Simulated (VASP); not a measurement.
**HgTe: single point with PBEsol**

The system is HgTe.

```xyz
2
Lattice="-3.0456 3.0456 1.5594 3.0456 -3.0456 1.5594 3.0456 3.0456 -1.5594" Properties=species:S:1:pos:R:3 pbc="T T T"
Hg    3.0456    0.0000    0.7797
Te    0.0000    0.0000    0.0000
```

```json
{"Program": "VASP 6.6.1", "Task": "single point", "Functional": "PBEsol", "Potentials or basis": "VASP PAW PBE potentials, release 64 (Hg, Te)", "Cutoff": "520 eV", "k mesh": "8 × 8 × 8", "Occupations": "methfessel-paxton, width 0.01 eV", "Spin": "no spin polarisation", "Dipole correction": "no", "Further INCAR settings": "ALGO = Normal; EDIFF = 1e-06; NBANDS = 16"}
```

```json
{
  "Pressure": "-3.6 GPa",
  "Band gap on the k mesh": "zero (band 9 reaches 5.74 eV, above the bottom of band 10 at 2.76 eV)"
}
```

Stress tensor (GPa, compression positive):
```
-3.98  0.00  0.00
 0.00 -3.98  0.00
 0.00  0.00 -2.96
```

Levels at points of the mesh, in eV from the Fermi level:
```tsv
k point	band 6	band 7	band 8	band 9	band 10	band 11	band 12	band 13
(0.00, 0.00, 0.00)	-6.18	-3.51	-2.48	-2.48	3.40	4.53	6.84	6.84
(0.50, 0.00, 0.00)	-6.19	-4.59	-1.98	-1.13	-0.20	3.15	3.72	5.82
(0.50, 0.50, 0.00)	-6.12	-6.08	-0.94	1.44	1.88	2.80	3.37	8.72
(0.50, 0.50, 0.50)	-6.13	-4.42	-4.38	-4.38	3.07	7.24	7.95	7.95
```

Wall time 46 s on 1 thread of Intel(R) Xeon(R) Platinum 8488C (Sapphire Rapids), on a shared host, peak memory 0.23 GiB.

Caveat: the PAW data sets were made with another functional, which shifts forces and pressure a little; spin-orbit coupling is left out, which moves the levels of the heavy elements.
